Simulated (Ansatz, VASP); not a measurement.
# Two plane-wave programs on Ni

File POSCAR:

```
Ni
1.0
    0.0000000000      3.5171000000      3.5171000000
    1.7585500000      0.0000000000      1.7585500000
    1.7585500000      1.7585500000      0.0000000000
Ni
2
Direct
    0.0000000000      0.0000000000      0.0000000000
    0.5000000000      0.0000000000      0.0000000000
```

File INCAR.step1:

```
  ALGO = Normal
  EDIFF = 1E-4
  ENCUT = 520
  GGA = PE
  ISMEAR = -1
  ISPIN = 2
  LASPH = T
  LCHARG = F
  LMAXMIX = 4
  LREAL = F
  LWAVE = T
  MAGMOM = 2 0
  NBANDS = 21
  NELM = 150
  PREC = Accurate
  SIGMA = 0.1
```

INCAR.step2

```
  ALGO = Normal
  EDIFF = 1E-6
  ENCUT = 520
  ISIF = 2
  ISMEAR = -1
  ISPIN = 2
  ISTART = 1
  LASPH = T
  LCHARG = F
  LMAXMIX = 4
  LMIXTAU = T
  LORBIT = 11
  LREAL = F
  LWAVE = F
  MAGMOM = 2 0
  METAGGA = R2SCAN
  NBANDS = 21
  NELM = 150
  PREC = Accurate
  SIGMA = 0.1
```

File KPOINTS:

```
k-points
0
Gamma
  7 14 14
```

Input for Ansatz:

```yaml
crystal:
  lattice:
    - [0.0, 3.5171, 3.5171]
    - [1.75855, 0.0, 1.75855]
    - [1.75855, 1.75855, 0.0]
  atoms:
    - { symbol: Ni, position: [0.0, 0.0, 0.0], spin: 2.0 }
    - { symbol: Ni, position: [0.5, 0.0, 0.0] }
magnetization:
  spin_polarized: true
hamiltonian:
  xc: r2scan
  pseudopotentials: { kind: paw }
basis:
  ecutwfc: 500
kpoints:
  mp_grid: { grid: [7, 14, 14] }
scf:
  occupations: { method: fermi_dirac, width: 0.1 }
  lower_state_search: "off"
output:
  forces: true
  stress: true
```

Alike in both runs: task single point; functional r2SCAN; k mesh 7 × 14 × 14; occupations fermi-dirac, width 0.1 eV; collinear spin.

```csv
,VASP,Ansatz
version,VASP 6.6.1,Ansatz 0.2.0
potentials or method,"VASP PAW PBE potentials, release 64 (Ni), cutoff 520 eV","PAW, plane waves, scalar-relativistic"
valence electrons in the cell,20,36
```

|  | VASP | Ansatz | Ansatz less VASP |
| --- | --- | --- | --- |
| pressure (GPa) | -6.0 | -6.4 | -0.39 |
| net moment per atom (μB) | 0.74 | 0.75 | +0.014 |
| size of the moment on the site where the two differ most (μB) | 0.76 | 0.82 | +0.059 |

VASP's potentials were made for PBE, not for r2SCAN. Site moments also hang on the region over which each program counts them. VASP's potentials hold 20 valence electrons a cell and Ansatz's 36, so a difference there can come from the potentials and not from the codes. Ansatz's warnings: stability check not made.
